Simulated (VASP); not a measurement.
# As (Fm-3m) in VASP: notebook

The runs below take As through single point, with revPBE.

Program: VASP 6.6.1. These are calculated values, not measurements. Logs are shortened: lines on timing, memory, paths and dates and some standing lists are left out, and cuts for length are marked.

## (1) The cell of the first run

It takes space group Fm-3m (No. 225, cubic). The conventional cell has a = 4.104 Å, b = 4.104 Å, c = 4.104 Å, α = 90.00°, β = 90.00°, γ = 90.00°. As (site symmetry m-3m) has 12 As at 2.90 Å within 3.8 Å.

## (2) Single point, revPBE (volume scaled by 0.88)

Input file INCAR:

```
SYSTEM = As
  ALGO = Normal
  EDIFF = 1E-6
  ENCUT = 520
  GGA = RE
  ISIF = 2
  ISMEAR = -1
  LASPH = .True.
  LCHARG = .True.
  LELF = .True.
  LREAL = .False.
  LVHAR = .True.
  LWAVE = .False.
  NBANDS = 8
  NELM = 80
  PREC = Accurate
  SIGMA = 0.1
```

Input file KPOINTS:

```
k-points
0
Gamma
  14 14 14
  0 0 0
```

Input file POSCAR:

```
As
1.0
    0.0000000000      2.0517575946      2.0517575946
    2.0517575946      0.0000000000      2.0517575946
    2.0517575946      2.0517575946      0.0000000000
As
1
Direct
    0.0000000000      0.0000000000      0.0000000000
```

Potentials or basis: VASP PAW PBE potentials, release 64 (As).

Started as:

```
$ cat potpaw_PBE.64/As/POTCAR > POTCAR
$ mpirun -np 1 vasp_std > vasp.out
```

OUTCAR:

```text
SYSTEM = As
   EDIFF = 1E-6
   ENCUT = 520
   GGA = RE
   ISIF = 2
   ISMEAR = -1
   LASPH = .True.
   LREAL = .False.
   NELM = 80
   PREC = Accurate

 ion  position               nearest neighbor table
   1  0.000  0.000  0.000-

  LATTYP: Found a face centered cubic cell.
 ALAT       =     4.1035151892

  Lattice vectors:

 A1 = (   0.0000000000,   2.0517575946,   2.0517575946)
 A2 = (   2.0517575946,   0.0000000000,   2.0517575946)
 A3 = (   2.0517575946,   2.0517575946,   0.0000000000)

Analysis of symmetry for initial positions (statically):
=====================================================================
 Subroutine PRICEL returns:
 Original cell was already a primitive cell.

 Routine SETGRP: Setting up the symmetry group for a
 face centered cubic supercell.

 Subroutine GETGRP returns: Found 48 space group operations
 (whereof 48 operations were pure point group operations)
 out of a pool of 48 trial point group operations.

The static configuration has the point symmetry O_h .

Analysis of symmetry for dynamics (positions and initial velocities):
=====================================================================
 Subroutine PRICEL returns:
 Original cell was already a primitive cell.

 Routine SETGRP: Setting up the symmetry group for a
 face centered cubic supercell.

 Subroutine GETGRP returns: Found 48 space group operations
 (whereof 48 operations were pure point group operations)
 out of a pool of 48 trial point group operations.

The dynamic configuration has the point symmetry O_h .

 Subroutine INISYM returns: Found 48 space group operations
 (whereof 48 operations are pure point group operations),
 and found     1 'primitive' translations

----------------------------------------------------------------------------------------

                                     Primitive cell

  volume of cell :      17.2746

  direct lattice vectors                    reciprocal lattice vectors
     0.000000000  2.051757595  2.051757595    -0.243693505  0.243693505  0.243693505
     2.051757595  0.000000000  2.051757595     0.243693505 -0.243693505  0.243693505
     2.051757595  2.051757595  0.000000000     0.243693505  0.243693505 -0.243693505

  length of vectors
     2.901623417  2.901623417  2.901623417     0.422089532  0.422089532  0.422089532

  position of ions in fractional coordinates (direct lattice)
     0.000000000  0.000000000  0.000000000

  ion indices of the primitive-cell ions
[... 70 lines left out ...]
   LSORBIT =      F    spin-orbit coupling
   LASPH  =      T    aspherical Exc in radial PAW
   ENCUT  =  520.0 eV  38.22 Ry    6.18 a.u.   5.40  5.40  5.40*2*pi/ulx,y,z
   NELM   =     80;   NELMIN=  2; NELMDL= -5     # of ELM steps
   EDIFF  = 0.1E-05   stopping-criterion for ELM
   LREAL  =      F    real-space projection
   EDIFFG = 0.1E-04   stopping-criterion for IOM
   NSW    =      0    number of steps for IOM
   IBRION =     -1    ionic relax: 0-MD 1-quasi-New 2-CG
   NFREE  =      0    steps in history (QN), initial steepest desc. (CG)
   ISIF   =      2    stress and relaxation
   ISYM   =      2    0-nonsym 1-usesym 2-fastsym
   POTIM  = 0.5000    time-step for ionic-motion
   TEBEG  =    0.0;   TEEND  =   0.0 temperature during run
   PSTRESS=    0.0 pullay stress
   NELECT =       5.0000    total number of electrons
   NUPDOWN=      -1.0000    fix difference up-down
   EMIN   =  10.00;   EMAX   =-10.00  energy-range for DOS
   EFERMI =   0.00;   METHOD = LEGACY
   ISMEAR =    -1;   SIGMA  =   0.10  broadening in eV -4-tet -1-fermi 0-gaus
   EFERMI_NEDOS =   21; number of points for ismear=-14 and -15
   IALGO  =     38    algorithm
   IMIX   =      4    mixing-type and parameters
     AMIX     =   0.40;   BMIX     =  1.00
     AMIX_MAG =   1.60;   BMIX_MAG =  1.00
  volume/ion in A,a.u.               =      17.27       116.57
  Fermi-wavevector in a.u.,A,eV,Ry     =   1.082918  2.046418 15.955698  1.172711
  Thomas-Fermi vector in A             =   2.218971
   LORBIT       =      0    0 simple, 1 ext, 2 COOP (PROOUT), +10 PAW based schemes
   GGA     = RE    functional components
   LHFCALC =     F    Hartree Fock is set to
   AEXX    =    0.0000 exact exchange contribution
   IVDW    =     0    specifies the selected vdW correction
   LEPSILON=     F    determine dielectric tensor
   LRPA    =     F    only Hartree local field effects (RPA)
 non-spin polarized calculation
  energy-cutoff  :      520.00
  volume of cell :       17.27
 maximum number of plane-waves:       487
 NGX is ok and might be reduce to    24
   NGX = 11   NGY = 11   NGZ = 11

 number of electron       5.0000000 magnetization

 Free energy of the ion-electron system (eV)
  ---------------------------------------------------
  ext. energy  EPLUGINS =         0.00000000
  ---------------------------------------------------
  free energy    TOTEN  =        -3.71393445 eV

  energy without entropy =       -3.69131028  energy(sigma->0) =       -3.70262237

 E-fermi :   7.8247     XC(G=0): -11.1968

 val. band max:        7.7637405331   @ k =  -0.2857   0.2143   0.0714
 cond. band min:       7.8660592967   @ k =  -0.4286   0.4286   0.0714
 fundamental gap:      0.1023187636
 Fermi energy:         7.8247426336

 k-point     1 :       0.0000    0.0000    0.0000
  band No.  band energies     occupation
      1      -8.2924      2.00000
      2      14.3794      0.00000
      3      14.3794      0.00000
      4      14.3794      0.00000
      5      20.4905      0.00000
      6      20.4905      0.00000
      7      20.4905      0.00000
      8      22.8695      0.00000
[... 243 lines left out ...]
 k-point    24 :       0.2857    0.1429    0.0000
  band No.  band energies     occupation
      1      -6.3856      2.00000
      2       7.5326      1.89776
      3      11.2982      0.00000
      4      11.6951      0.00000
      5      17.2121      0.00000
      6      19.3614      0.00000
      7      23.5951      0.00000
      8      23.9860      0.00000

 [... further k-points ...]
[... 5 lines left out ...]
  --------------------------------------------------------------------------------------
  -------------------------------------------------------------------------------------
  Total        1.3662829      1.3662829      1.3662829      0.0000000      0.0000000      0.0000000
  in kB      126.7193904    126.7193904    126.7193904      0.0000000      0.0000000      0.0000000
  external PRESSURE =     126.7193904 kB  Pullay stress =       0.0000000 kB

 VOLUME and BASIS-vectors are now :
 -----------------------------------------------------------------------------
  energy-cutoff  :      520.00
  volume of cell :       17.27
      direct lattice vectors                 reciprocal lattice vectors
     0.000000000  2.051757595  2.051757595    -0.243693505  0.243693505  0.243693505
     2.051757595  0.000000000  2.051757595     0.243693505 -0.243693505  0.243693505
     2.051757595  2.051757595  0.000000000     0.243693505  0.243693505 -0.243693505

 POSITION                                       TOTAL-FORCE (eV/Angst)
 -----------------------------------------------------------------------------------
      0.00000      0.00000      0.00000         0.000000      0.000000      0.000000
 -----------------------------------------------------------------------------------
    total drift:                                0.000000     -0.000000     -0.000000

  FREE ENERGIE OF THE ION-ELECTRON SYSTEM (eV)
  ---------------------------------------------------
  free  energy   TOTEN  =        -3.7139344535 eV

  energy  without entropy=       -3.6913102819  energy(sigma->0) =       -3.70262237
```

OSZICAR:

```text
N       E                     dE             d eps       ncg     rms          rms(c)
DAV:   1     0.286978439748E+01    0.28698E+01   -0.22185E+03  1704   0.478E+02
DAV:   2    -0.366067461284E+01   -0.65305E+01   -0.62379E+01  2336   0.489E+01
DAV:   3    -0.372004143945E+01   -0.59367E-01   -0.59296E-01  1888   0.498E+00
DAV:   4    -0.372007214813E+01   -0.30709E-04   -0.30710E-04  2560   0.134E-01
DAV:   5    -0.372007215558E+01   -0.74538E-08   -0.61985E-08  1984   0.112E-03    0.235E+00
DAV:   6    -0.371600954973E+01    0.40626E-02   -0.17804E-03  2016   0.222E-01    0.138E+00
DAV:   7    -0.371392858286E+01    0.20810E-02   -0.36291E-03  1872   0.315E-01    0.409E-02
DAV:   8    -0.371393464594E+01   -0.60631E-05   -0.28774E-05  2152   0.454E-02    0.643E-03
DAV:   9    -0.371393445352E+01    0.19242E-06   -0.40646E-07  2208   0.513E-03
   1 F= -.37139345E+01 E0= -.37026224E+01  d E =-.226242E-01
```

It took 5 s on 1 thread of Intel Xeon 6975P-C (Granite Rapids), shared host; peak memory 0.13 GiB.

Results:

| Item | Value |
| --- | --- |
| Free energy | -3.7139 eV |
| Pressure | 12.7 GPa |

Caveat: the PAW data sets were made with another functional, which shifts forces and pressure a little.

## (3) Single point, revPBE (volume scaled by 0.92)

Input file INCAR:

```
PREC = Accurate ; ENCUT = 520
EDIFF = 1E-6 ; ISMEAR = -1
SIGMA = 0.1 ; LREAL = False
LASPH = True ; NELM = 100
ALGO = Normal ; ISIF = 2
LWAVE = False ; LCHARG = True
GGA = RE ; LELF = True
LVHAR = True ; NBANDS = 8
```

Input file KPOINTS:

```
Automatic mesh
0
Gamma
  14 14 14
```

Input file POSCAR:

```
As
1.0
    0.0000000000      2.0823853577      2.0823853577
    2.0823853577      0.0000000000      2.0823853577
    2.0823853577      2.0823853577      0.0000000000
As
1
Direct
    0.0000000000      0.0000000000      0.0000000000
```

Potentials or basis: VASP PAW PBE potentials, release 64 (As).

Started as:

```
$ cat potpaw_PBE.64/As/POTCAR > POTCAR
$ mpirun -np 1 vasp_std > vasp.out
```

Wall time 5.8 s (1 thread of Intel Xeon 6975P-C (Granite Rapids), shared host); peak memory 0.14 GiB.

Results (log left out):

| Property | Result |
| --- | --- |
| Free energy | -3.7628 eV |
| Pressure | 7.4 GPa |

Levels at points of the mesh, in eV from the Fermi level:
| k point | band 1 | band 2 | band 3 | band 4 | band 5 | band 6 |
| --- | --- | --- | --- | --- | --- | --- |
| (0.00, 0.00, 0.00) | -15.69 | 6.16 | 6.16 | 6.16 | 12.48 | 12.48 |
| (0.50, 0.00, 0.00) | -10.92 | -7.22 | 4.30 | 4.30 | 10.07 | 11.36 |
| (0.50, 0.50, 0.00) | -8.87 | -6.06 | 0.51 | 0.51 | 4.99 | 5.49 |

Caveat: the PAW data sets were made with another functional, which shifts forces and pressure a little.
